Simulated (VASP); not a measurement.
A run of VASP 6.6.1:

File INCAR:

```
SYSTEM = TaTi3
  ALGO = Normal
  EDIFF = 1E-7
  ENCUT = 520
  GGA = PS
  ISIF = 2
  ISMEAR = -1
  IVDW = 12
  LASPH = .True.
  LCHARG = .False.
  LREAL = .False.
  LWAVE = .False.
  NBANDS = 32
  NELM = 100
  PREC = Accurate
  SIGMA = 0.1
```

KPOINTS

```
k-points
0
Gamma
  6 6 6
  0 0 0
```

File POSCAR:

```
TaTi3
1.0
    4.0294748560      0.0000000000      0.0000000000
    0.0000000000      4.0294748560      0.0000000000
    0.0000000000      0.0000000000      4.0294748560
Ti Ta
3 1
Direct
    0.0000000000      0.5000000000      0.5000000000
    0.5000000000      0.0000000000      0.5000000000
    0.5000000000      0.5000000000      0.0000000000
    0.0000000000      0.0000000000      0.0000000000
```

Potentials or basis: VASP PAW PBE potentials, release 64 (Ti_sv, Ta_pv).

Run with:

```sh
$ cat potpaw_PBE.64/Ti_sv/POTCAR potpaw_PBE.64/Ta_pv/POTCAR > POTCAR
$ mpirun -np 1 vasp_std > vasp.out
```

Hardware: 1 thread of AMD EPYC 7R43 64-Core Processor (Zen 3) (shared host).

How long does it take, and how much memory?

Run time: 44 s on 1 thread of AMD EPYC 7R43 64-Core Processor (Zen 3), on a shared host, peak memory 0.16 GiB. Counts: scf iterations 15, k points 20.
